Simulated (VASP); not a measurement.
The system is IrPt.

```
Ir Pt
1.0
     1.39243    0.80392    4.49970
    -1.39243    0.80392    4.49970
     0.00000   -1.60783    4.49970
Ir Pt
1 1
Direct
  0.00000 0.00000 0.00000
  0.50000 0.50000 0.50000
```

| Item | Value |
| --- | --- |
| Program | VASP 6.6.1 |
| Task | relaxation of cell and atoms |
| Functional | PBEsol |
| Potentials or basis | VASP PAW PBE potentials, release 64 (Ir, Pt) |
| Cutoff | 600 eV |
| k mesh | 10 × 10 × 10 |
| Occupations | fermi-dirac, width 0.05 eV |
| Spin | no spin polarisation |

At the start: pressure -11.8 GPa; volume 15.11 Å³/atom.

**Question.** How do energy, volume and symmetry change on relaxing?

**Answer.** Over 4 steps the energy falls by 22.0 meV/atom and the volume is 14.54 Å³/atom (-3.8 %); space group R-3m (No. 166, to 0.1 Å) before and after.

The path:
```
step  energy change (eV)  largest force (eV/Å)  pressure (GPa)  volume (Å³)
   1              0.0000                0.0000          -11.79        30.22
   2              0.5207                0.0000           59.49        25.61
   3             -0.0439                0.0000           -0.68        29.13
   4             -0.0440                0.0000           -0.15        29.09
```

Final structure:
```
Ir Pt
1.0
     1.37494    0.79382    4.44167
    -1.37494    0.79382    4.44167
     0.00000   -1.58765    4.44167
Ir Pt
1 1
Direct
  0.00000 0.00000 0.00000
  0.50000 0.50000 0.50000
```

Caveat: the PAW data sets were made with another functional, which shifts forces and pressure a little.
